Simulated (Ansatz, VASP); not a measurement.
# Two plane-wave programs on AlRu

INCAR

```
PREC     = Accurate       # precision mode
ENCUT    = 500            # plane-wave cutoff, eV
EDIFF    = 1E-6           # SCF threshold, eV
ISMEAR   = 0              # smearing method
SIGMA    = 0.15           # smearing width, eV
LREAL    = F              # projectors in reciprocal space
LASPH    = T              # aspherical terms in the spheres
NELM     = 120            # most SCF steps
ALGO     = Normal         # electronic algorithm
ISIF     = 2              # what is computed and relaxed
LWAVE    = F              # write WAVECAR
LCHARG   = F              # write CHGCAR
GGA      = PS             # functional
NBANDS   = 25             # bands
GGA_COMPAT= F
```

File KPOINTS:

```
regular mesh
0
Gamma
  12 12 6
```

The input POSCAR:

```
AlRu
1.0
    2.9385911500      0.2347596313      0.1079849937
    0.2347596313      2.8983193297      0.2074284815
    0.2159699874      0.4148569629      5.8734964068
Al Ru
2 2
Direct
   -0.1494453371      0.0869676826      0.0506366329
    0.0567921070      0.0446501136      0.4728766385
    0.4206738006      0.4151519369      0.2483563584
    0.6719794295      0.4532302668      0.7281303702
```

Input for Ansatz:

```yaml
crystal:
  lattice:
    - [2.93859115, 0.2347596313, 0.1079849937]
    - [0.2347596313, 2.8983193297, 0.2074284815]
    - [0.2159699874, 0.4148569629, 5.8734964068]
  atoms:
    - { symbol: Al, position: [-0.1494453371, 0.0869676826, 0.0506366329] }
    - { symbol: Al, position: [0.056792107, 0.0446501136, 0.4728766385] }
    - { symbol: Ru, position: [0.4206738006, 0.4151519369, 0.2483563584] }
    - { symbol: Ru, position: [0.6719794295, 0.4532302668, 0.7281303702] }
basis:
  ecutwfc: 420
kpoints:
  mp_grid: { grid: [12, 12, 6] }
hamiltonian:
  xc: pbesol
scf:
  occupations: { method: gaussian, width: 0.15 }
output:
  forces: true
  stress: true
  eigenvalues: true
```

Change from the starting cell: all atoms moved at random, sigma 0.4 Å a component, cell strained at random, sigma 0.06.

Alike in both runs: task single point; functional PBEsol; k mesh 12 × 12 × 6; occupations gaussian, width 0.15 eV; no spin polarisation.

```csv
,VASP,Ansatz
version,VASP 6.6.1,Ansatz 0.2.0
potentials or method,"VASP PAW PBE potentials, release 64 (Al, Ru_pv), cutoff 500 eV","scalar-relativistic, plane waves, PAW"
valence electrons in the cell,34,38
```

VASP gave:

```
gap on the k mesh at the Fermi level (eV)                     : none
pressure (GPa)                                                : 67.8
traceless stress, the component that is largest in VASP (GPa) : -44.07
rms of the force components (eV/Å)                            : 5.721
```

Task: Which values does Ansatz return?

Result: gap on the k mesh at the Fermi level (eV): none; pressure (GPa): 67.0; traceless stress, the component that is largest in VASP (GPa): -43.66; rms of the force components (eV/Å): 5.666.

VASP's potentials were made for PBE, not for PBEsol. Atom by atom the forces differ by 0.056 eV/Å (rms over components). A gap of «none» marks a metal or a gap that the smearing closes. Both programs put the cell under a high pressure, so it lies far from rest at this level. VASP's potentials hold 34 valence electrons a cell and Ansatz's 38, so a difference there can come from the potentials and not from the codes.

Noted on VASP's run: the cell as given lies far from equilibrium.
